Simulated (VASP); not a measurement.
# Ba (Im-3m) in VASP: further runs

Ba is run at these levels: r2SCAN; tasks: single point.

Everything below comes from runs of VASP 6.6.1. Logs are shortened: lines on timing, memory, paths and dates and some standing lists are left out, and cuts for length are marked.

## (1) The cell of the first run

It takes space group Im-3m (No. 229, cubic). The conventional cell has a = 3.567 Å, b = 3.567 Å, c = 3.567 Å, α = 90.00°, β = 90.00°, γ = 90.00°. Within 4.1 Å of Ba (site symmetry m-3m) lie 14 Ba at 3.09 to 3.57 Å.

## (2) Single point, r2SCAN

File POSCAR:

```
Ba
1.0
    3.0893673745     -0.0000000171     -0.0000000296
   -1.0297891087      2.9126834992     -0.0000000296
   -1.0297891087     -1.4563417068      2.5224579282
Ba
1
Direct
    0.0000000000      0.0000000000      0.0000000000
```

File INCAR.step1:

```
  ALGO = Normal
  EDIFF = 1E-4
  ENCUT = 520
  GGA = PE
  ISMEAR = -1
  LASPH = T
  LCHARG = F
  LREAL = F
  LWAVE = T
  NBANDS = 11
  NELM = 80
  PREC = Accurate
  SIGMA = 0.15
```

File INCAR.step2:

```
  ALGO = Normal
  EDIFF = 1E-6
  ENCUT = 520
  ISIF = 2
  ISMEAR = -1
  ISTART = 1
  LASPH = T
  LCHARG = T
  LELF = T
  LMIXTAU = T
  LREAL = F
  LVHAR = T
  LWAVE = F
  METAGGA = R2SCAN
  NBANDS = 11
  NELM = 80
  PREC = Accurate
  SIGMA = 0.15
```

File KPOINTS:

```
k-points
0
Gamma
  7 7 7
```

Potentials or basis: VASP PAW PBE potentials, release 64 (Ba_sv).

Run with:

```
$ cat potpaw_PBE.64/Ba_sv/POTCAR > POTCAR
$ cp INCAR.step1 INCAR
$ mpirun -np 1 vasp_std > vasp.out
$ cp INCAR.step2 INCAR
$ mpirun -np 1 vasp_std > vasp.out
```

OUTCAR:

```text
EDIFF = 1E-6
   ENCUT = 520
   ISIF = 2
   ISMEAR = -1
   ISTART = 1
   LASPH = T
   LREAL = F
   METAGGA = R2SCAN
   NELM = 80
   PREC = Accurate

 ion  position               nearest neighbor table
   1  0.000  0.000  0.000-

  LATTYP: Found a body centered cubic cell.
 ALAT       =     3.5672941706

  Lattice vectors:

 A1 = (   3.0893673745,  -0.0000000171,  -0.0000000296)
 A2 = (  -1.0297891087,   2.9126834992,  -0.0000000296)
 A3 = (  -1.0297891087,  -1.4563417068,   2.5224579282)

Analysis of symmetry for initial positions (statically):
=====================================================================
 Subroutine PRICEL returns:
 Original cell was already a primitive cell.

 Routine SETGRP: Setting up the symmetry group for a
 body centered cubic supercell.

 Subroutine GETGRP returns: Found 48 space group operations
 (whereof 48 operations were pure point group operations)
 out of a pool of 48 trial point group operations.

The static configuration has the point symmetry O_h .

Analysis of symmetry for dynamics (positions and initial velocities):
=====================================================================
 Subroutine PRICEL returns:
 Original cell was already a primitive cell.

 Routine SETGRP: Setting up the symmetry group for a
 body centered cubic supercell.

 Subroutine GETGRP returns: Found 48 space group operations
 (whereof 48 operations were pure point group operations)
 out of a pool of 48 trial point group operations.

The dynamic configuration has the point symmetry O_h .

 Subroutine INISYM returns: Found 48 space group operations
 (whereof 48 operations are pure point group operations),
 and found     1 'primitive' translations

----------------------------------------------------------------------------------------

                                     Primitive cell

  volume of cell :      22.6980

  direct lattice vectors                    reciprocal lattice vectors
     3.089367375 -0.000000017 -0.000000030     0.323690868  0.114442004  0.198219359
    -1.029789109  2.912683499 -0.000000030     0.000000004  0.343326012  0.198219359
    -1.029789109 -1.456341707  2.522457928     0.000000004  0.000000005  0.396438728

  length of vectors
     3.089367375  3.089367375  3.089367375     0.396438728  0.396438728  0.396438728

  position of ions in fractional coordinates (direct lattice)
     0.000000000  0.000000000  0.000000000

  ion indices of the primitive-cell ions
   primitive index   ion index
                 1           1

----------------------------------------------------------------------------------------

 KPOINTS: k-points

Automatic generation of k-mesh.
 Grid dimensions read from file:
 generate k-points for:    7    7    7

 Generating k-lattice:

  Cartesian coordinates                     Fractional coordinates (reciprocal lattice)
     0.046241553  0.016348858  0.028317051     0.142857143  0.000000000 -0.000000000
     0.000000001  0.049046573  0.028317051     0.000000000  0.142857143  0.000000000
     0.000000001  0.000000001  0.056634104     0.000000000  0.000000000  0.142857143

  Length of vectors
     0.056634104  0.056634104  0.056634104

  Shift w.r.t. Gamma in fractional coordinates (k-lattice)
     0.000000000  0.000000000  0.000000000

 Subroutine IBZKPT returns following result:
 ===========================================

 Found     20 irreducible k-points:

 Following reciprocal coordinates:
            Coordinates               Weight
  0.000000  0.000000  0.000000      1.000000
  0.142857 -0.000000  0.000000     12.000000
  0.285714 -0.000000 -0.000000     12.000000
  0.428571 -0.000000 -0.000000     12.000000
  0.142857  0.142857 -0.000000     24.000000
  0.285714  0.142857 -0.000000     48.000000
[... 12 lines left out ...]
 -0.428571 -0.428571  0.285714      8.000000
 -0.428571  0.428571  0.428571      6.000000
   k-points           NKPTS =     20   k-points in BZ     NKDIM =     20   number of bands    NBANDS=     11
   number of dos      NEDOS =    301   number of ions     NIONS =      1
   total plane-waves  NPLWV =  13824
   dimension x,y,z NGX =    24 NGY =   24 NGZ =   24
   dimension x,y,z NGXF=    48 NGYF=   48 NGZF=   48
   ions per type =               1
   NGX,Y,Z   is equivalent  to a cutoff of  12.91, 12.91, 12.91 a.u.
   NGXF,Y,Z  is equivalent  to a cutoff of  25.83, 25.83, 25.83 a.u.
 SYSTEM =  unknown system
   PREC   = accura    normal or accurate (medium, high low for compatibility)
   ISTART =      1    job   : 0-new  1-cont  2-samecut
   ICHARG =      0    charge: 1-file 2-atom 10-const
   ISPIN  =      1    spin polarized calculation?
   LNONCOLLINEAR =      F non collinear calculations
   LSORBIT =      F    spin-orbit coupling
   LASPH  =      T    aspherical Exc in radial PAW
   ENCUT  =  520.0 eV  38.22 Ry    6.18 a.u.   5.74  5.74  5.74*2*pi/ulx,y,z
   NELM   =     80;   NELMIN=  2; NELMDL=  0     # of ELM steps
   EDIFF  = 0.1E-05   stopping-criterion for ELM
   LREAL  =      F    real-space projection
   EDIFFG = 0.1E-04   stopping-criterion for IOM
   NSW    =      0    number of steps for IOM
   IBRION =     -1    ionic relax: 0-MD 1-quasi-New 2-CG
   NFREE  =      0    steps in history (QN), initial steepest desc. (CG)
   ISIF   =      2    stress and relaxation
   ISYM   =      2    0-nonsym 1-usesym 2-fastsym
   POTIM  = 0.5000    time-step for ionic-motion
   TEBEG  =    0.0;   TEEND  =   0.0 temperature during run
   PSTRESS=    0.0 pullay stress
   NELECT =      10.0000    total number of electrons
   NUPDOWN=      -1.0000    fix difference up-down
   EMIN   =  10.00;   EMAX   =-10.00  energy-range for DOS
   EFERMI =   0.00;   METHOD = LEGACY
   ISMEAR =    -1;   SIGMA  =   0.15  broadening in eV -4-tet -1-fermi 0-gaus
   EFERMI_NEDOS =   21; number of points for ismear=-14 and -15
   IALGO  =     38    algorithm
   IMIX   =      4    mixing-type and parameters
     AMIX     =   0.40;   BMIX     =  1.00
     AMIX_MAG =   1.60;   BMIX_MAG =  1.00
  volume/ion in A,a.u.               =      22.70       153.17
  Fermi-wavevector in a.u.,A,eV,Ry     =   1.245697  2.354027 21.113005  1.551762
  Thomas-Fermi vector in A             =   2.379908
   LORBIT       =      0    0 simple, 1 ext, 2 COOP (PROOUT), +10 PAW based schemes
   METAGGA = R2SCAN    functional components
   LHFCALC =     F    Hartree Fock is set to
   AEXX    =    0.0000 exact exchange contribution
   IVDW    =     0    specifies the selected vdW correction
   LEPSILON=     F    determine dielectric tensor
   LRPA    =     F    only Hartree local field effects (RPA)
 non-spin polarized calculation
  energy-cutoff  :      520.00
  volume of cell :       22.70
 maximum number of plane-waves:       626
   NGX = 11   NGY = 11   NGZ = 11

 number of electron       9.9999999 magnetization

 Free energy of the ion-electron system (eV)
  ---------------------------------------------------
  ext. energy  EPLUGINS =         0.00000000
  ---------------------------------------------------
  free energy    TOTEN  =       -23.86553052 eV

  energy without entropy =      -23.79556130  energy(sigma->0) =      -23.83054591

 E-fermi :   7.7739     XC(G=0): -12.3046

 val. band max:        7.6357808265   @ k =   0.0000   0.0000   0.0000
 cond. band min:       7.8103931294   @ k =   0.2857  -0.0000  -0.0000
 fundamental gap:      0.1746123030
 Fermi energy:         7.7739119359

 k-point     1 :       0.0000    0.0000    0.0000
  band No.  band energies     occupation
      1     -23.5374      2.00000
      2      -4.1616      2.00000
      3      -4.1616      2.00000
      4      -4.1616      2.00000
      5       7.6358      1.43044
      6      10.1821      0.00000
      7      10.1821      0.00000
      8      10.1821      0.00000
      9      13.5248      0.00000
     10      13.5248      0.00000
     11      17.8716      0.00000

 k-point     2 :       0.1429   -0.0000    0.0000
  band No.  band energies     occupation
      1     -23.2585      2.00000
      2      -5.6200      2.00000
      3      -4.6027      2.00000
      4      -4.2183      2.00000
      5       8.3090      0.05491
      6       9.2370      0.00012
      7      10.3636      0.00000
      8      11.6011      0.00000
      9      12.5637      0.00000
     10      13.2942      0.00000
     11      19.4178      0.00000

 k-point     3 :       0.2857   -0.0000   -0.0000
  band No.  band energies     occupation
      1     -22.5476      2.00000
      2      -8.2710      2.00000
      3      -5.4403      2.00000
      4      -4.3496      2.00000
      5       6.6047      1.99918
      6       7.8104      0.87899
      7      12.5969      0.00000
      8      13.6559      0.00000
      9      14.6752      0.00000
     10      15.3174      0.00000
     11      21.1964      0.00000

 k-point     4 :       0.4286   -0.0000   -0.0000
  band No.  band energies     occupation
      1     -21.8558      2.00000
      2     -10.1600      2.00000
      3      -6.0067      2.00000
      4      -4.4585      2.00000
      5       5.3752      2.00000
      6       6.9763      1.99024
      7      14.5473      0.00000
      8      15.2186      0.00000
      9      16.9021      0.00000
     10      18.2705      0.00000
     11      20.2090      0.00000

 k-point     5 :       0.1429    0.1429   -0.0000
  band No.  band energies     occupation
      1     -22.7600      2.00000
      2      -7.4005      2.00000
      3      -5.2780      2.00000
      4      -4.5923      2.00000
      5       7.8958      0.61471
      6       8.6432      0.00606
      7      10.5420      0.00000
      8      12.1162      0.00000
      9      14.7556      0.00000
     10      15.1933      0.00000
     11      20.4256      0.00000
[... 155 lines left out ...]
 k-point    17 :      -0.2857    0.2857    0.2857
  band No.  band energies     occupation
      1     -21.7132      2.00000
      2      -8.1443      2.00000
      3      -6.8459      2.00000
      4      -6.8459      2.00000
      5       5.5993      2.00000
      6       9.3234      0.00007
      7      12.4043      0.00000
      8      12.4043      0.00000
      9      14.0103      0.00000
     10      17.5942      0.00000
     11      24.1969      0.00000

 k-point    18 :      -0.4286    0.4286    0.2857
  band No.  band energies     occupation
      1     -21.1573      2.00000
      2      -9.0731      2.00000
      3      -7.4525      2.00000
      4      -6.9999      2.00000
      5       4.9927      2.00000
      6       6.9680      1.99076
      7      12.3051      0.00000
      8      13.1764      0.00000
      9      18.4649      0.00000
     10      20.4571      0.00000
     11      26.3571      0.00000

 k-point    19 :      -0.4286   -0.4286    0.2857
  band No.  band energies     occupation
      1     -20.9115      2.00000
      2      -8.5901      2.00000
      3      -8.5901      2.00000
      4      -6.9710      2.00000
      5       5.0566      2.00000
      6       5.0566      2.00000
      7      12.3436      0.00000
      8      17.4222      0.00000
      9      17.4222      0.00000
     10      22.3509      0.00000
     11      24.6390      0.00000

 k-point    20 :      -0.4286    0.4286    0.4286
  band No.  band energies     occupation
      1     -20.7096      2.00000
      2      -8.3661      2.00000
      3      -8.0714      2.00000
      4      -8.0714      2.00000
      5       3.6296      2.00000
      6       4.2873      2.00000
      7      17.0381      0.00000
      8      17.0381      0.00000
      9      18.1755      0.00000
     10      20.4153      0.00000
     11      24.2753      0.00000

------------------------ aborting loop because EDIFF is reached ----------------------------------------

  FORCE on cell =-STRESS in cart. coord.  units (eV):
  Direction    XX          YY          ZZ          XY          YZ          ZX
  --------------------------------------------------------------------------------------
  -------------------------------------------------------------------------------------
  Total        6.7718150      6.7718150      6.7718150      0.0000000      0.0000000      0.0000000
  in kB      478.0010976    478.0010976    478.0010976      0.0000000      0.0000000      0.0000000
  external PRESSURE =     478.0010976 kB  Pullay stress =       0.0000000 kB

 VOLUME and BASIS-vectors are now :
 -----------------------------------------------------------------------------
  energy-cutoff  :      520.00
  volume of cell :       22.70
      direct lattice vectors                 reciprocal lattice vectors
     3.089367375 -0.000000017 -0.000000030     0.323690868  0.114442004  0.198219359
    -1.029789109  2.912683499 -0.000000030     0.000000004  0.343326012  0.198219359
    -1.029789109 -1.456341707  2.522457928     0.000000004  0.000000005  0.396438728

 POSITION                                       TOTAL-FORCE (eV/Angst)
 -----------------------------------------------------------------------------------
      0.00000      0.00000      0.00000         0.000000     -0.000000      0.000000
 -----------------------------------------------------------------------------------
    total drift:                                0.000000      0.000000      0.000000

  FREE ENERGIE OF THE ION-ELECTRON SYSTEM (eV)
  ---------------------------------------------------
  free  energy   TOTEN  =       -23.8655305189 eV

  energy  without entropy=      -23.7955612954  energy(sigma->0) =      -23.83054591
```

It took 15 s on 1 thread of AMD EPYC 9R45 (Zen 5), shared host; peak memory 0.11 GiB.

What came out:

| Quantity | Value |
| --- | --- |
| Free energy | -23.8655 eV |
| Pressure | 47.8 GPa |
| Band gap on the k mesh | zero (bands 5 and 6 overlap by 5.15 eV) |

Caveat: the cell stands under pressure; the PAW data sets were made with another functional, which shifts forces and pressure a little; spin-orbit coupling is left out, which moves the levels of the heavy elements.

[end of part 1 of 4]
